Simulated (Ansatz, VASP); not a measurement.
# Two plane-wave programs on KMgH3

```
CELL_PARAMETERS angstrom
4.02500 0.07547 0.00000
0.07547 4.02500 0.00000
0.00000 0.00000 4.02500
ATOMIC_POSITIONS crystal
K 0.00000 0.00000 0.00000
Mg 0.50000 0.50000 0.50000
H 0.00000 0.50000 0.50000
H 0.50000 0.00000 0.50000
H 0.50000 0.50000 0.00000
```

Change from the starting cell: strain +0.0375 x Voigt [0, 0, 0, 0, 0, 1], atoms carried along.

Alike in both runs: task single point; functional LDA; k mesh 8 × 8 × 8; occupations gaussian, width 0.05 eV; no spin polarisation.

```csv
,VASP,Ansatz
version,VASP 6.6.1,Ansatz 0.2.0
potentials or method,"VASP PAW LDA potentials, release 64 (K_sv, Mg, H), cutoff 520 eV","scalar-relativistic, plane waves, PAW"
valence electrons in the cell,14,22
```

```csv
,VASP,Ansatz,Ansatz less VASP
gap on the k mesh at the Fermi level (eV),2.04,2.04,+0.003
least direct gap on the mesh (eV),4.09,4.09,-0.002
pressure (GPa),-3.2,-2.9,+0.26
"traceless stress, the component that is largest in VASP (GPa)",-1.36,-1.34,+0.019
```

LDA's correlation is that of Perdew and Zunger in VASP and of Perdew and Wang (1992) in Ansatz. VASP's potentials hold 14 valence electrons a cell and Ansatz's 22, so a difference there can come from the potentials and not from the codes.
